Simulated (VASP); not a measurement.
# Al (R-3m) in VASP: further runs

Runs on Al. Level: LDA. Tasks: single point.

Everything below comes from runs of VASP 6.6.1. Logs are shortened: lines on timing, memory, paths and dates and some standing lists are left out, and cuts for length are marked.

### 1 The cell of the first run

The structure is trigonal, space group R-3m (No. 166). The conventional cell has a = 5.336 Å, b = 5.336 Å, c = 1.961 Å, α = 90.00°, β = 90.00°, γ = 120.00°. Within 2.6 Å of Al (site symmetry -3m) lie 2 Al at 1.96 Å.

### 2 Single point, LDA

Input file INCAR:

```
SYSTEM = Al
PREC = Accurate
ENCUT = 520
EDIFF = 1E-7
ISMEAR = 1
SIGMA = 0.2
LREAL = .False.
LASPH = .True.
NELM = 80
ALGO = Fast
ISIF = 2
LWAVE = .False.
LCHARG = .False.
NBANDS = 8
```

Input file KPOINTS:

```
regular mesh
0
Gamma
  24 24 24
  0 0 0
```

Input file POSCAR:

```
Al
1.0
   -2.1381448172      1.6350519191      1.6350519191
    1.6350519191     -2.1381448172      1.6350519191
    1.6350519191      1.6350519191     -2.1381448172
Al
1
Direct
    0.0000000000      0.0000000000      0.0000000000
```

Potentials or basis: VASP PAW LDA potentials, release 64 (Al).

Started as:

```console
> cat potpaw_LDA.64/Al/POTCAR > POTCAR
> mpirun -np 1 vasp_std > vasp.out
```

OUTCAR:

```text
SYSTEM = Al
   PREC = Accurate
   ENCUT = 520
   EDIFF = 1E-7
   ISMEAR = 1
   LREAL = .False.
   LASPH = .True.
   NELM = 80
   ISIF = 2

 ion  position               nearest neighbor table
   1  0.000  0.000  0.000-

  LATTYP: Found a trigonal (rhomboedric) cell.
 ALAT       =     3.1493575243
 COS(alpha) =    -0.4354066986

  Lattice vectors:

 A1 = (  -2.1381448172,   1.6350519191,   1.6350519191)
 A2 = (   1.6350519191,  -2.1381448172,   1.6350519191)
 A3 = (   1.6350519191,   1.6350519191,  -2.1381448172)

Analysis of symmetry for initial positions (statically):
=====================================================================
 Subroutine PRICEL returns:
 Original cell was already a primitive cell.

 Routine SETGRP: Setting up the symmetry group for a
 trigonal (rhombohedral) supercell.

 Subroutine GETGRP returns: Found 12 space group operations
 (whereof 12 operations were pure point group operations)
 out of a pool of 12 trial point group operations.

The static configuration has the point symmetry D_3d.

Analysis of symmetry for dynamics (positions and initial velocities):
=====================================================================
 Subroutine PRICEL returns:
 Original cell was already a primitive cell.

 Routine SETGRP: Setting up the symmetry group for a
 trigonal (rhombohedral) supercell.

 Subroutine GETGRP returns: Found 12 space group operations
 (whereof 12 operations were pure point group operations)
 out of a pool of 12 trial point group operations.

The dynamic configuration has the point symmetry D_3d.

 Subroutine INISYM returns: Found 12 space group operations
 (whereof 12 operations are pure point group operations),
 and found     1 'primitive' translations

----------------------------------------------------------------------------------------

                                     Primitive cell

  volume of cell :      16.1157

  direct lattice vectors                    reciprocal lattice vectors
    -2.138144817  1.635051919  1.635051919     0.117789894  0.382817156  0.382817156
     1.635051919 -2.138144817  1.635051919     0.382817156  0.117789894  0.382817156
     1.635051919  1.635051919 -2.138144817     0.382817156  0.382817156  0.117789894

  length of vectors
     3.149357524  3.149357524  3.149357524     0.554050909  0.554050909  0.554050909

  position of ions in fractional coordinates (direct lattice)
     0.000000000  0.000000000  0.000000000

  ion indices of the primitive-cell ions
   primitive index   ion index
[... 77 lines left out ...]
   IBRION =     -1    ionic relax: 0-MD 1-quasi-New 2-CG
   NFREE  =      0    steps in history (QN), initial steepest desc. (CG)
   ISIF   =      2    stress and relaxation
   ISYM   =      2    0-nonsym 1-usesym 2-fastsym
   POTIM  = 0.5000    time-step for ionic-motion
   TEBEG  =    0.0;   TEEND  =   0.0 temperature during run
   PSTRESS=    0.0 pullay stress
   NELECT =       3.0000    total number of electrons
   NUPDOWN=      -1.0000    fix difference up-down
   EMIN   =  10.00;   EMAX   =-10.00  energy-range for DOS
   EFERMI =   0.00;   METHOD = LEGACY
   ISMEAR =     1;   SIGMA  =   0.20  broadening in eV -4-tet -1-fermi 0-gaus
   EFERMI_NEDOS =   21; number of points for ismear=-14 and -15
   IALGO  =     68    algorithm
   IMIX   =      4    mixing-type and parameters
     AMIX     =   0.40;   BMIX     =  1.00
     AMIX_MAG =   1.60;   BMIX_MAG =  1.00
  volume/ion in A,a.u.               =      16.12       108.75
  Fermi-wavevector in a.u.,A,eV,Ry     =   0.934757  1.766435 11.888371  0.873771
  Thomas-Fermi vector in A             =   2.061595
   LORBIT       =      0    0 simple, 1 ext, 2 COOP (PROOUT), +10 PAW based schemes
   GGA     = CA    functional components
   LHFCALC =     F    Hartree Fock is set to
   AEXX    =    0.0000 exact exchange contribution
   IVDW    =     0    specifies the selected vdW correction
   LEPSILON=     F    determine dielectric tensor
   LRPA    =     F    only Hartree local field effects (RPA)
 non-spin polarized calculation
 RMM-DIIS sequential band-by-band and
 Methfessel and Paxton  Order N= 1 SIGMA  =   0.20
  energy-cutoff  :      520.00
  volume of cell :       16.12
 maximum number of plane-waves:       446
   NGX = 11   NGY = 11   NGZ = 11

 number of electron       3.0000000 magnetization

 Free energy of the ion-electron system (eV)
  ---------------------------------------------------
  ext. energy  EPLUGINS =         0.00000000
  ---------------------------------------------------
  free energy    TOTEN  =        -1.98605893 eV

  energy without entropy =       -1.98621985  energy(sigma->0) =       -1.98611257

 E-fermi :   7.5942     XC(G=0): -10.2624

 val. band max:        7.5841881959   @ k =   0.4167   0.2500  -0.0000
 cond. band min:       7.5951899004   @ k =  -0.4167  -0.4167   0.3333
 fundamental gap:      0.0110017044
 Fermi energy:         7.5941966360

 k-point     1 :       0.0000    0.0000    0.0000
  band No.  band energies     occupation
      1      -3.3333      2.00000
      2      14.2170      0.00000
      3      14.2170      0.00000
      4      16.1313      0.00000
      5      16.5018      0.00000
      6      16.5018      0.00000
      7      20.4909      0.00000
      8      37.7204      0.00000
[... 243 lines left out ...]
 k-point    24 :       0.4583    0.0417    0.0000
  band No.  band energies     occupation
      1       5.9559      2.00000
      2       8.8801     -0.00000
      3      15.4127      0.00000
      4      16.3387      0.00000
      5      17.4345      0.00000
      6      19.0413      0.00000
      7      23.9849      0.00000
      8      27.6994      0.00000

 [... further k-points ...]

------------------------ aborting loop because EDIFF is reached ----------------------------------------

  FORCE on cell =-STRESS in cart. coord.  units (eV):
  Direction    XX          YY          ZZ          XY          YZ          ZX
  --------------------------------------------------------------------------------------
  -------------------------------------------------------------------------------------
  Total        5.2654372      5.2654372      5.2654372      6.2467303      6.2467303      6.2467303
  in kB      523.4743607    523.4743607    523.4743607    621.0316536    621.0316536    621.0316536
  external PRESSURE =     523.4743607 kB  Pullay stress =       0.0000000 kB

 VOLUME and BASIS-vectors are now :
 -----------------------------------------------------------------------------
  energy-cutoff  :      520.00
  volume of cell :       16.12
      direct lattice vectors                 reciprocal lattice vectors
    -2.138144817  1.635051919  1.635051919     0.117789894  0.382817156  0.382817156
     1.635051919 -2.138144817  1.635051919     0.382817156  0.117789894  0.382817156
     1.635051919  1.635051919 -2.138144817     0.382817156  0.382817156  0.117789894

 POSITION                                       TOTAL-FORCE (eV/Angst)
 -----------------------------------------------------------------------------------
      0.00000      0.00000      0.00000         0.000000     -0.000000      0.000000
 -----------------------------------------------------------------------------------
    total drift:                               -0.000000      0.000000     -0.000000

  FREE ENERGIE OF THE ION-ELECTRON SYSTEM (eV)
  ---------------------------------------------------
  free  energy   TOTEN  =        -1.9860589323 eV

  energy  without entropy=       -1.9862198507  energy(sigma->0) =       -1.98611257
```

It took 80 s on 1 thread of Intel Xeon Platinum 8375C at 2.90GHz (Ice Lake), shared host; peak memory 0.25 GiB.

What came out:

```
Free energy : -1.9861 eV
Pressure    : 52.3 GPa
```

### 3 Single point, LDA

This run uses another cell than the first one, of the same volume but with other edges.

Input file INCAR:

```
  ALGO = Fast
  EDIFF = 1E-6
  ENCUT = 520
  GGA = CA
  ISIF = 2
  ISMEAR = 1
  LASPH = True
  LCHARG = False
  LREAL = False
  LWAVE = False
  NBANDS = 8
  NELM = 60
  PREC = Accurate
  SIGMA = 0.2
```

Input file KPOINTS:

```
k-points
0
Gamma
  24 24 24
```

Input file POSCAR:

```
Al
1.0
   -1.7637872346      1.5958074980      1.5958074980
    1.5958074980     -1.7637872346      1.5958074980
    1.5958074980      1.5958074980     -1.7637872346
Al
1
Direct
    0.0000000000      0.0000000000      0.0000000000
```

Potentials or basis: VASP PAW LDA potentials, release 64 (Al).

Started as:

```console
> cat potpaw_LDA.64/Al/POTCAR > POTCAR
> mpirun -np 1 vasp_std > vasp.out
```

It took 74 s on 1 thread of Intel Xeon Platinum 8375C at 2.90GHz (Ice Lake), shared host; peak memory 0.25 GiB.

It converged, with:

- Free energy: -3.9821 eV
- Pressure: 4.2 GPa

Stress tensor (GPa, compression positive):
```
4.19 7.63 7.63
7.63 4.19 7.63
7.63 7.63 4.19
```

Levels at points of the mesh, in eV from the Fermi level:
```
           k point  band 1  band 2  band 3  band 4  band 5
(0.00, 0.00, 0.00)  -11.24   11.77   12.26   12.26   12.43
(0.50, 0.00, 0.00)   -3.77   -2.69    7.45    8.22    9.80
(0.50, 0.50, 0.00)   -4.89   -4.79    6.88    7.41   13.74
(0.50, 0.50, 0.50)    0.98    2.63    2.63    3.19    3.19
```

### 4 Single point, LDA

This run uses another cell than the first one, of the same volume but with other edges.

Input file INCAR:

```
SYSTEM = Al
PREC = Accurate ; ENCUT = 520
EDIFF = 1E-7 ; ISMEAR = 1
SIGMA = 0.2 ; LREAL = .False.
LASPH = .True. ; NELM = 60
ALGO = Fast ; ISIF = 2
LWAVE = .False. ; LCHARG = .False.
GGA = CA ; NBANDS = 8
```

Input file KPOINTS:

```
regular mesh
0
Gamma
  24 24 24
  0 0 0
```

Input file POSCAR:

```
Al
1.0
   -1.3975678426      1.5972203916      1.5972203916
    1.5972203916     -1.3975678426      1.5972203916
    1.5972203916      1.5972203916     -1.3975678426
Al
1
Direct
    0.0000000000      0.0000000000      0.0000000000
```

Started as:

```console
> cat potpaw_LDA.64/Al/POTCAR > POTCAR
> mpirun -np 1 vasp_std > vasp.out
```

It took 63 s on 1 thread of Intel Xeon Platinum 8375C at 2.90GHz (Ice Lake), shared host; peak memory 0.24 GiB.

Results (log left out):

```
Free energy : -4.0130 eV
Pressure    : 3.9 GPa
```

Stress tensor (GPa, compression positive):
```
 3.87 -3.95 -3.95
-3.95  3.87 -3.95
-3.95 -3.95  3.87
```

Levels at points of the mesh, in eV from the Fermi level:
| k point | band 1 | band 2 | band 3 | band 4 | band 5 | band 6 |
| --- | --- | --- | --- | --- | --- | --- |
| (0.00, 0.00, 0.00) | -11.21 | 11.35 | 11.35 | 12.28 | 13.89 | 13.89 |
| (0.50, 0.00, 0.00) | -4.83 | -4.78 | 8.86 | 9.74 | 11.06 | 12.84 |
| (0.50, 0.50, 0.00) | -3.69 | -2.68 | 5.14 | 6.38 | 12.16 | 12.63 |
| (0.50, 0.50, 0.50) | 1.60 | 1.60 | 3.17 | 3.24 | 3.24 | 5.89 |

### 5 Single point, LDA

This run uses another cell than the first one, of the same volume but with other edges.

Input file INCAR:

```
SYSTEM = Al
  PREC = Accurate
  ENCUT = 520
  EDIFF = 1E-7
  ISMEAR = 1
  SIGMA = 0.2
  LREAL = .False.
  LASPH = .True.
  NELM = 80
  ALGO = Fast
  ISIF = 2
  LWAVE = .False.
  LCHARG = .True.
  LELF = .True.
  LVHAR = .True.
  NBANDS = 8
```

KPOINTS is that of step 4.

Input file POSCAR:

```
Al
1.0
   -1.0221629741      1.6443491322      1.6443491322
    1.6443491322     -1.0221629741      1.6443491322
    1.6443491322      1.6443491322     -1.0221629741
Al
1
Direct
    0.0000000000      0.0000000000      0.0000000000
```

Started as:

```console
> cat potpaw_LDA.64/Al/POTCAR > POTCAR
> mpirun -np 1 vasp_std > vasp.out
```

It took 75 s on 1 thread of Intel Xeon Platinum 8375C at 2.90GHz (Ice Lake), shared host; peak memory 0.24 GiB.

It converged, with:

```yaml
Free_energy: -3.7235 eV
Pressure: 14.8 GPa
```

Stress tensor (GPa, compression positive):
```
14.83 -3.04 -3.04
-3.04 14.83 -3.04
-3.04 -3.04 14.83
```

Levels at points of the mesh, in eV from the Fermi level:
| k point | band 1 | band 2 | band 3 | band 4 | band 5 | band 6 |
| --- | --- | --- | --- | --- | --- | --- |
| (0.00, 0.00, 0.00) | -11.07 | 8.68 | 8.68 | 10.55 | 11.12 | 11.12 |
| (0.50, 0.00, 0.00) | -5.64 | -5.09 | 10.81 | 13.79 | 14.22 | 15.04 |
| (0.50, 0.50, 0.00) | -1.85 | -0.30 | 0.57 | 2.43 | 17.53 | 17.95 |
| (0.50, 0.50, 0.50) | 2.49 | 2.49 | 4.61 | 4.61 | 4.88 | 6.71 |

### 6 The runs side by side

```csv
cell,further INCAR settings,gap on the mesh (eV),pressure (GPa)
"a = 3.149 Å, angles 115.8°, 1 atom",ALGO = Fast; EDIFF = 1e-07; NBANDS = 8,none,52.3
"a = 2.864 Å, angles 112.1°, 1 atom",ALGO = Fast; EDIFF = 1e-06; NBANDS = 8,none,4.2
"a = 2.656 Å, angles 105.7°, 1 atom",ALGO = Fast; EDIFF = 1e-07; NBANDS = 8,none,3.9
"a = 2.540 Å, angles 95.9°, 1 atom",ALGO = Fast; EDIFF = 1e-07; NBANDS = 8,none,14.8
```

Alike in all rows: task single point; level LDA; potentials or basis VASP PAW LDA potentials, release 64 (Al); no spin polarisation; k mesh 24 × 24 × 24; cutoff (eV) 520; smearing methfessel-paxton 0.2 eV.

Total energies depend on the potentials used, so only differences within one code and one set of settings carry meaning.
